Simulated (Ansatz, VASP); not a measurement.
**One calculation of NaI, two programs**

INCAR

```
  PREC = Accurate
  ENCUT = 520
  EDIFF = 1E-7
  ISMEAR = 0
  SIGMA = 0.05
  LREAL = False
  LASPH = True
  NELM = 60
  ALGO = Normal
  ISIF = 2
  LWAVE = False
  LCHARG = False
  GGA = CA
  NBANDS = 14
```

KPOINTS

```
Automatic mesh
0
Gamma
  8 8 8
```

POSCAR

```
NaI
1.0
    0.0000000000      3.0455690039      3.6546828046
    3.0455690039      0.0000000000      3.6546828046
    3.0455690039      3.0455690039      0.0000000000
Na I
1 1
Direct
    0.0000000000      0.0000000000      0.0000000000
    0.5000000000      0.5000000000      0.5000000000
```

Input for Ansatz:

```yaml
crystal:
  lattice:
    - [0.0, 3.0455690039, 3.6546828046]
    - [3.0455690039, 0.0, 3.6546828046]
    - [3.0455690039, 3.0455690039, 0.0]
  atoms:
    - { symbol: Na, position: [0.0, 0.0, 0.0] }
    - { symbol: I, position: [0.5, 0.5, 0.5] }
basis:
  ecutwfc: 420
kpoints:
  mp_grid: { grid: [8, 8, 8] }
hamiltonian:
  xc: lda
scf:
  occupations: { method: gaussian, width: 0.05 }
output:
  forces: true
  stress: true
  eigenvalues: true
```

Alike in both runs: task single point; functional LDA; k mesh 8 × 8 × 8; occupations gaussian, width 0.05 eV; no spin polarisation.

|  | VASP | Ansatz |
| --- | --- | --- |
| version | VASP 6.6.1 | Ansatz 0.2.0 |
| potentials or method | VASP PAW LDA potentials, release 64 (Na_pv, I), cutoff 520 eV | scalar-relativistic, plane waves, PAW |
| valence electrons in the cell | 14 | 26 |

Ansatz gave:

```
gap on the k mesh at the Fermi level (eV)                     : 3.40
least direct gap on the mesh (eV)                             : 3.40
pressure (GPa)                                                : -0.5
traceless stress, the component that is largest in VASP (GPa) : -1.96
```

Problem. Estimate VASP's values.

Solution. gap on the k mesh at the Fermi level (eV): 3.41; least direct gap on the mesh (eV): 3.41; pressure (GPa): -0.5; traceless stress, the component that is largest in VASP (GPa): -1.99.

LDA's correlation is that of Perdew and Zunger in VASP and of Perdew and Wang (1992) in Ansatz. VASP's potentials hold 14 valence electrons a cell and Ansatz's 26, so a difference there can come from the potentials and not from the codes.

Neither program's run includes spin-orbit coupling.
